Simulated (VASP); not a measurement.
A run of VASP 6.6.1:

Contents of INCAR:

```
PREC = Accurate
ENCUT = 520
EDIFF = 1E-6
ISMEAR = -1
SIGMA = 0.08
LREAL = F
LASPH = T
NELM = 80
ALGO = Normal
ISIF = 2
LWAVE = F
LCHARG = F
GGA = PS
NBANDS = 17
```

The input KPOINTS:

```
regular mesh
0
Gamma
  11 11 11
```

Contents of POSCAR:

```
SnTe
1.0
    0.0000000000      2.7088480152      2.7088480152
    2.7088480152      0.0000000000      2.7088480152
    2.7088480152      2.7088480152      0.0000000000
Sn Te
1 1
Direct
    0.0000000000      0.0000000000      0.0000000000
    0.5000000000      0.5000000000      0.5000000000
```

Potentials or basis: VASP PAW PBE potentials, release 64 (Sn_d, Te).

Launch:

```sh
$ cat potpaw_PBE.64/Sn_d/POTCAR potpaw_PBE.64/Te/POTCAR > POTCAR
$ mpirun -np 1 vasp_std > vasp.out
```

Hardware: 1 thread of Intel Xeon 8259CL (shared host).

How long does it take, and how much memory?

Run time: 48 s on 1 thread of Intel Xeon 8259CL, on a shared host, peak memory 0.18 GiB. Counts: scf iterations 12, k points 56.
